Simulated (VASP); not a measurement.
# Sb (R-3m) in VASP: further runs

Runs on Sb. Level: PBE. Tasks: single point.

All numbers are computed with VASP 6.6.1; they aren't measurements. Logs are shortened: lines on timing, memory, paths and dates and some standing lists are left out, and cuts for length are marked.

## Step 1: The cell of the first run

The structure is trigonal, space group R-3m (No. 166). The conventional cell has a = 3.028 Å, b = 3.028 Å, c = 7.215 Å, α = 90.00°, β = 90.00°, γ = 120.00°. Sb (site symmetry -3m) has 12 Sb at 2.97 to 3.03 Å within 3.9 Å.

## Step 2: Single point, PBE

File INCAR:

```
  PREC = Accurate
  ENCUT = 520
  EDIFF = 1E-6
  ISMEAR = -1
  SIGMA = 0.1
  LREAL = False
  LASPH = True
  NELM = 100
  ALGO = Normal
  ISIF = 2
  LWAVE = False
  LCHARG = False
  GGA = PE
  NBANDS = 12
```

File KPOINTS:

```
regular mesh
0
Gamma
  11 11 11
```

File POSCAR:

```
Sb
1.0
    1.5141058484     -0.8741694191      4.8099465168
    0.0000000000      1.7483388384      4.8099465168
   -1.5141058484     -0.8741694191      4.8099465168
Sb
2
Direct
    0.2500006265      0.2500006265      0.2500006265
   -0.2500006265     -0.2500006265     -0.2500006265
```

Potentials or basis: VASP PAW PBE potentials, release 64 (Sb).

Command:

```
$ cat potpaw_PBE.64/Sb/POTCAR > POTCAR
$ mpirun -np 1 vasp_std > vasp.out
```

OUTCAR:

```text
PREC = Accurate
   ENCUT = 520
   EDIFF = 1E-6
   ISMEAR = -1
   LREAL = False
   LASPH = True
   NELM = 100
   ISIF = 2
   GGA = PE

 ion  position               nearest neighbor table
   1  0.250  0.250  0.250-   2 2.97   2 2.97   2 2.97   2 2.97   2 2.97   2 2.97
   2  0.750  0.750  0.750-   1 2.97   1 2.97   1 2.97   1 2.97   1 2.97   1 2.97

  LATTYP: Found a trigonal (rhomboedric) cell.
 ALAT       =     5.1178388201
 COS(alpha) =     0.8249471196

  Lattice vectors:

 A1 = (   1.5141058484,  -0.8741694191,   4.8099465168)
 A2 = (   0.0000000000,   1.7483388384,   4.8099465168)
 A3 = (  -1.5141058484,  -0.8741694191,   4.8099465168)

Analysis of symmetry for initial positions (statically):
=====================================================================
 Subroutine PRICEL returns following result:

  LATTYP: Found a base centered monoclinic cell.
 ALAT       =     5.1178728058
 B/A-ratio  =     0.5916934265
 C/A-ratio  =     0.5809635421
 COS(beta)  =    -0.5593170318

  Lattice vectors:

 A1 = (   1.5141058484,   0.8741694192,   2.4049913390)
 A2 = (   0.0000000000,  -1.7483388383,   2.4049913390)
 A3 = (   1.5141058484,  -0.8741694192,  -2.4049551778)

   2 primitive cells build up your supercell.

 Routine SETGRP: Setting up the symmetry group for a
 trigonal (rhombohedral) supercell.

 Subroutine GETGRP returns: Found 12 space group operations
 (whereof 12 operations were pure point group operations)
 out of a pool of 12 trial point group operations.

The static configuration has the point symmetry D_3d.

Analysis of symmetry for dynamics (positions and initial velocities):
=====================================================================
 Subroutine PRICEL returns following result:

  LATTYP: Found a base centered monoclinic cell.
 ALAT       =     5.1178728058
 B/A-ratio  =     0.5916934265
 C/A-ratio  =     0.5809635421
 COS(beta)  =    -0.5593170318

  Lattice vectors:

 A1 = (   1.5141058484,   0.8741694192,   2.4049913390)
 A2 = (   0.0000000000,  -1.7483388383,   2.4049913390)
 A3 = (   1.5141058484,  -0.8741694192,  -2.4049551778)

   2 primitive cells build up your supercell.

 Routine SETGRP: Setting up the symmetry group for a
 trigonal (rhombohedral) supercell.

 Subroutine GETGRP returns: Found 12 space group operations
 (whereof 12 operations were pure point group operations)
 out of a pool of 12 trial point group operations.

The dynamic configuration has the point symmetry D_3d.

 Subroutine INISYM returns: Found 12 space group operations
 (whereof 12 operations are pure point group operations),
 and found     2 'primitive' translations

----------------------------------------------------------------------------------------

                                     Primitive cell

  volume of cell :      19.0992

  direct lattice vectors                    reciprocal lattice vectors
     1.514105848  0.874169419  2.404991339     0.330226248  0.190658125  0.138601332
     0.000000000 -1.748338838  2.404991339    -0.000001655 -0.381313382  0.138601332
     1.514105848 -0.874169419 -2.404955178     0.330229559 -0.190658125 -0.138601332

  length of vectors
     2.973326762  2.973326762  2.973297513     0.405721857  0.405721857  0.405724551

  position of ions in fractional coordinates (direct lattice)
     0.500000000  0.500000000  0.500000000

  ion indices of the primitive-cell ions
   primitive index   ion index
                 1           1

----------------------------------------------------------------------------------------

 KPOINTS: regular mesh

Automatic generation of k-mesh.
 Grid dimensions read from file:
 generate k-points for:   11   11   11

 Generating k-lattice:

  Cartesian coordinates                     Fractional coordinates (reciprocal lattice)
     0.030020719 -0.017332470  0.006300076     0.090909091 -0.000000000 -0.000000000
     0.000000000  0.034664940  0.006300076    -0.000000000  0.090909091 -0.000000000
    -0.030020719 -0.017332470  0.006300076    -0.000000000 -0.000000000  0.090909091

  Length of vectors
     0.035232783  0.035232783  0.035232783

  Shift w.r.t. Gamma in fractional coordinates (k-lattice)
     0.000000000  0.000000000  0.000000000

 Subroutine IBZKPT returns following result:
 ===========================================

 Found    146 irreducible k-points:

 Following reciprocal coordinates:
            Coordinates               Weight
  0.000000  0.000000  0.000000      1.000000
  0.090909 -0.000000 -0.000000      6.000000
  0.181818  0.000000 -0.000000      6.000000
  0.272727 -0.000000  0.000000      6.000000
  0.363636  0.000000  0.000000      6.000000
  0.454545  0.000000  0.000000      6.000000
[... 16 lines left out ...]
 -0.272727  0.181818 -0.000000     12.000000
 -0.181818  0.181818  0.000000      6.000000
 [... further k-points ...]
   k-points           NKPTS =    146   k-points in BZ     NKDIM =    146   number of bands    NBANDS=     12
   number of dos      NEDOS =    301   number of ions     NIONS =      2
   total plane-waves  NPLWV =  64000
   dimension x,y,z NGX =    40 NGY =   40 NGZ =   40
   dimension x,y,z NGXF=    80 NGYF=   80 NGZF=   80
   ions per type =               2
   NGX,Y,Z   is equivalent  to a cutoff of  12.99, 12.99, 12.99 a.u.
   NGXF,Y,Z  is equivalent  to a cutoff of  25.99, 25.99, 25.99 a.u.
 SYSTEM =  unknown system
   PREC   = accura    normal or accurate (medium, high low for compatibility)
   ISTART =      0    job   : 0-new  1-cont  2-samecut
   ICHARG =      2    charge: 1-file 2-atom 10-const
   ISPIN  =      1    spin polarized calculation?
   LNONCOLLINEAR =      F non collinear calculations
   LSORBIT =      F    spin-orbit coupling
   LASPH  =      T    aspherical Exc in radial PAW
   ENCUT  =  520.0 eV  38.22 Ry    6.18 a.u.   9.52  9.52  9.52*2*pi/ulx,y,z
   NELM   =    100;   NELMIN=  2; NELMDL= -5     # of ELM steps
   EDIFF  = 0.1E-05   stopping-criterion for ELM
   LREAL  =      F    real-space projection
   EDIFFG = 0.1E-04   stopping-criterion for IOM
   NSW    =      0    number of steps for IOM
   IBRION =     -1    ionic relax: 0-MD 1-quasi-New 2-CG
   NFREE  =      0    steps in history (QN), initial steepest desc. (CG)
   ISIF   =      2    stress and relaxation
   ISYM   =      2    0-nonsym 1-usesym 2-fastsym
   POTIM  = 0.5000    time-step for ionic-motion
   TEBEG  =    0.0;   TEEND  =   0.0 temperature during run
   PSTRESS=    0.0 pullay stress
   NELECT =      10.0000    total number of electrons
   NUPDOWN=      -1.0000    fix difference up-down
   EMIN   =  10.00;   EMAX   =-10.00  energy-range for DOS
   EFERMI =   0.00;   METHOD = LEGACY
   ISMEAR =    -1;   SIGMA  =   0.10  broadening in eV -4-tet -1-fermi 0-gaus
   EFERMI_NEDOS =   21; number of points for ismear=-14 and -15
   IALGO  =     38    algorithm
   IMIX   =      4    mixing-type and parameters
     AMIX     =   0.40;   BMIX     =  1.00
     AMIX_MAG =   1.60;   BMIX_MAG =  1.00
  volume/ion in A,a.u.               =      19.10       128.89
  Fermi-wavevector in a.u.,A,eV,Ry     =   1.047274  1.979061 14.922641  1.096783
  Thomas-Fermi vector in A             =   2.182147
   LORBIT       =      0    0 simple, 1 ext, 2 COOP (PROOUT), +10 PAW based schemes
   GGA     = PE    functional components
[... 5 lines left out ...]
 non-spin polarized calculation
  energy-cutoff  :      520.00
  volume of cell :       38.20
 maximum number of plane-waves:      1055
 NGX is ok and might be reduce to    40
   NGX = 19   NGY = 19   NGZ = 19

 number of electron      10.0000000 magnetization

 Free energy of the ion-electron system (eV)
  ---------------------------------------------------
  ext. energy  EPLUGINS =         0.00000000
  ---------------------------------------------------
  free energy    TOTEN  =        -5.84083975 eV

  energy without entropy =       -5.81132459  energy(sigma->0) =       -5.82608217

 E-fermi :  13.7927     XC(G=0): -11.8064

 val. band max:       13.7783137495   @ k =   0.4545   0.0909   0.0000
 cond. band min:      13.8006499839   @ k =  -0.4545  -0.4545   0.3636
 fundamental gap:      0.0223362344
 Fermi energy:        13.7926519615

 k-point     1 :       0.0000    0.0000    0.0000
  band No.  band energies     occupation
      1      -2.4080      2.00000
      2       3.9831      2.00000
      3       5.4831      2.00000
      4      18.8542      0.00000
      5      18.8542      0.00000
      6      21.6920      0.00000
      7      21.6920      0.00000
      8      22.4059      0.00000
      9      22.9386      0.00000
     10      23.5601      0.00000
     11      23.5601      0.00000
     12      23.9136      0.00000

 k-point     2 :       0.0909   -0.0000   -0.0000
  band No.  band energies     occupation
      1      -2.2084      2.00000
      2       4.0516      2.00000
      3       5.8096      2.00000
      4      17.0442      0.00000
      5      18.3474      0.00000
      6      19.9368      0.00000
      7      20.7043      0.00000
      8      21.5413      0.00000
      9      21.6802      0.00000
     10      23.5803      0.00000
     11      24.2854      0.00000
     12      25.0019      0.00000

 k-point     3 :       0.1818    0.0000   -0.0000
  band No.  band energies     occupation
      1      -1.6093      2.00000
      2       4.3341      2.00000
      3       6.7051      2.00000
      4      13.8804      0.58735
      5      17.0416      0.00000
      6      17.3776      0.00000
      7      19.1324      0.00000
      8      20.5081      0.00000
      9      20.5197      0.00000
     10      23.3112      0.00000
     11      24.9775      0.00000
     12      25.9099      0.00000
[... 286 lines left out ...]
 k-point    23 :      -0.2727    0.1818   -0.0000
  band No.  band energies     occupation
      1       1.2628      2.00000
      2       6.7568      2.00000
      3       8.8499      2.00000
      4       9.2854      2.00000
      5      11.3752      2.00000
      6      11.8591      2.00000
      7      12.9050      1.99972
      8      19.1385      0.00000
      9      22.7809      0.00000
     10      23.5206      0.00000
     11      25.3602      0.00000
     12      26.5179      0.00000

 k-point    24 :      -0.1818    0.1818    0.0000
  band No.  band energies     occupation
      1      -0.0883      2.00000
      2       6.0528      2.00000
      3       7.8271      2.00000
      4      10.8870      2.00000
      5      12.8432      1.99985
      6      13.7184      1.35489
      7      14.1541      0.05242
      8      21.1567      0.00000
      9      23.3180      0.00000
     10      23.6719      0.00000
     11      24.9578      0.00000
     12      25.5018      0.00000

 [... further k-points ...]
[... 5 lines left out ...]
  --------------------------------------------------------------------------------------
  -------------------------------------------------------------------------------------
  Total       11.7947195     11.7947195     11.8194713      0.0000000      0.0000000     -0.0000000
  in kB      494.7147447    494.7147448    495.7529276      0.0000000      0.0000000     -0.0000000
  external PRESSURE =     495.0608057 kB  Pullay stress =       0.0000000 kB

 VOLUME and BASIS-vectors are now :
 -----------------------------------------------------------------------------
  energy-cutoff  :      520.00
  volume of cell :       38.20
      direct lattice vectors                 reciprocal lattice vectors
     1.514105848 -0.874169419  4.809946517     0.330227904 -0.190657169  0.069300840
     0.000000000  1.748338838  4.809946517     0.000000000  0.381314338  0.069300840
    -1.514105848 -0.874169419  4.809946517    -0.330227904 -0.190657169  0.069300840

 POSITION                                       TOTAL-FORCE (eV/Angst)
 -----------------------------------------------------------------------------------
      0.00000      0.00000      3.60747         0.000000      0.000000     -0.000000
      0.00000      0.00000     10.82237         0.000000      0.000000      0.000000
 -----------------------------------------------------------------------------------
    total drift:                               -0.000000      0.000000      0.000000

  FREE ENERGIE OF THE ION-ELECTRON SYSTEM (eV)
  ---------------------------------------------------
  free  energy   TOTEN  =        -5.8408397547 eV

  energy  without entropy=       -5.8113245867  energy(sigma->0) =       -5.82608217
```

It took 1.8 min on 1 thread of Intel Xeon Platinum 8259CL at 2.50GHz (Skylake/Cascade Lake), shared host; peak memory 0.26 GiB.

What came out:

```yaml
Free_energy: -5.8408 eV
Pressure: 49.5 GPa
Band_gap_on_the_k_mesh: zero (band 5 reaches 19.68 eV, above the bottom of band 6 at 10.46 eV)
```

Stress tensor (GPa, compression positive):
```
49.47  0.00  0.00
 0.00 49.47  0.00
 0.00  0.00 49.58
```

Levels at points of the mesh, in eV from the Fermi level:
```
           k point  band 2  band 3  band 4  band 5  band 6  band 7  band 8  band 9
(0.00, 0.00, 0.00)   -9.81   -8.31    5.06    5.06    7.90    7.90    8.61    9.15
```

Caveat: spin-orbit coupling is left out, which moves the levels of the heavy elements.

## Step 3: Single point, PBE

This run uses another cell than the first one, of 15.92 Å³/atom, 0.833 times its volume.

File INCAR:

```
SYSTEM = Sb
PREC = Accurate
ENCUT = 500
EDIFF = 1E-6
ISMEAR = -1
SIGMA = 0.1
LREAL = .FALSE.
LASPH = .TRUE.
NELM = 120
ALGO = Normal
ISIF = 2
LWAVE = .FALSE.
LCHARG = .FALSE.
GGA = PE
NBANDS = 22
GGA_COMPAT = .FALSE.
```

File KPOINTS:

```
Automatic mesh
0
G
  11 11 11
  0 0 0
```

File POSCAR:

```
Sb
1.0
    1.4194728694     -0.8195330432      4.5605506440
    0.0000000000      1.6390660865      4.5605506440
   -1.4194728694     -0.8195330432      4.5605506440
Sb
2
Direct
    0.2499999125      0.2499999125      0.2499999125
   -0.2499999125     -0.2499999125     -0.2499999125
```

Potentials or basis: VASP PAW PBE potentials, release 64 (Sb_d_GW).

Command:

```
$ cat potpaw_PBE.64/Sb_d_GW/POTCAR > POTCAR
$ mpirun -np 1 vasp_std > vasp.out
```

Run time: 5.7 min. Hardware: 1 thread of AMD EPYC 7R43 (Zen 3), shared host; peak memory 0.24 GiB.

It converged, with:

```yaml
Free_energy: -2.8077 eV
Pressure: 112.5 GPa
Band_gap_on_the_k_mesh: zero (band 15 reaches 20.94 eV, above the bottom of band 16 at 9.90 eV)
```

Stress tensor (GPa, compression positive):
```
112.34   0.00   0.00
  0.00 112.34   0.00
  0.00   0.00 112.84
```

Levels at points of the mesh, in eV from the Fermi level:
```csv
k point,band 11,band 12,band 13,band 14,band 15,band 16,band 17,band 18,band 19,band 20
"(0.00, 0.00, 0.00)",-18.50,-10.65,-10.06,6.22,6.22,8.65,9.19,9.49,9.49,10.24
```

Caveat: spin-orbit coupling is left out, which moves the levels of the heavy elements.
